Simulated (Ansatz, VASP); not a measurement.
Two plane-wave programs on Rb

The input INCAR:

```
SYSTEM = Rb
PREC     = Accurate       ! precision mode
ENCUT    = 520            ! plane-wave cutoff, eV
EDIFF    = 1E-6           ! SCF threshold, eV
ISMEAR   = 0              ! smearing method
SIGMA    = 0.15           ! smearing width, eV
LREAL    = .FALSE.        ! projectors in reciprocal space
LASPH    = .TRUE.         ! aspherical terms in the spheres
NELM     = 100            ! most SCF steps
ALGO     = Fast           ! electronic algorithm
ISIF     = 2              ! what is computed and relaxed
LWAVE    = .FALSE.        ! write WAVECAR
LCHARG   = .TRUE.         ! write CHGCAR
GGA      = PE             ! functional
LELF     = .TRUE.         ! ELF
LVHAR    = .TRUE.       
NBANDS   = 10             ! bands
```

File KPOINTS:

```
Automatic mesh
0
G
  12 12 12
  0 0 0
```

POSCAR

```
Rb
1.0
   -2.9545118615      2.7772411498      2.7308451955
    2.9545118615     -2.7772411498      2.7308451955
    2.9545118615      2.7772411498     -2.7308451955
Rb
1
Direct
    0.0000000000      0.0000000000      0.0000000000
```

Input for Ansatz:

```yaml
crystal:
  lattice:
    - [-2.9545118615, 2.7772411498, 2.7308451955]
    - [2.9545118615, -2.7772411498, 2.7308451955]
    - [2.9545118615, 2.7772411498, -2.7308451955]
  atoms:
    - { symbol: Rb, position: [0.0, 0.0, 0.0] }
basis:
  ecutwfc: 420
kpoints:
  mp_grid: { grid: [12, 12, 12] }
hamiltonian:
  xc: pbe
scf:
  occupations: { method: gaussian, width: 0.15 }
output:
  forces: true
  stress: true
  eigenvalues: true
```

Change from the starting cell: strain -0.0600 x Voigt [0, 1, 0, 0, 0, 0], atoms carried along.

Alike in both runs: task single point; functional PBE; k mesh 12 × 12 × 12; occupations gaussian, width 0.15 eV; no spin polarisation.

```csv
,VASP,Ansatz
version,VASP 6.6.1,Ansatz 0.2.0
potentials or method,"VASP PAW PBE potentials, release 64 (Rb_sv), cutoff 520 eV","scalar-relativistic, plane waves, PAW"
valence electrons in the cell,9,9
```

Ansatz gave:

| Quantity | Value |
| --- | --- |
| gap on the k mesh at the Fermi level (eV) | none |
| pressure (GPa) | 0.1 |

Q: Estimate VASP's values.

A: gap on the k mesh at the Fermi level (eV): none; pressure (GPa): 0.0.

A gap of «none» marks a metal or a gap that the smearing closes. With one functional, cell and mesh, what is left measures potentials, basis and numerics.
